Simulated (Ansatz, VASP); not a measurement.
MgSe: VASP beside Ansatz

```
Mg Se
1.0
     0.00000    2.68507    2.68507
     2.68507    0.00000    2.68507
     2.68507    2.68507    0.00000
Mg Se
1 1
Cartesian
  0.0000 0.0000 0.0000
  2.6851 2.6851 2.6851
```

Alike in both runs: task single point; functional PBE; dispersion D4; k mesh 8 × 8 × 8; occupations gaussian, width 0.05 eV; no spin polarisation.

|  | VASP | Ansatz |
| --- | --- | --- |
| version | VASP 6.6.1 | Ansatz 0.2.0 |
| potentials or method | VASP PAW PBE potentials, release 64 (Mg, Se), cutoff 600 eV | scalar-relativistic, plane waves, PAW |
| valence electrons in the cell | 8 | 26 |

Ansatz gave:

- gap on the k mesh at the Fermi level (eV): 1.90
- least direct gap on the mesh (eV): 2.92
- pressure (GPa): 2.9

**Question.** Which values does VASP return?

**Answer.** gap on the k mesh at the Fermi level (eV): 1.88; least direct gap on the mesh (eV): 2.91; pressure (GPa): 2.8.

VASP's potentials hold 8 valence electrons a cell and Ansatz's 26, so a difference there can come from the potentials and not from the codes.
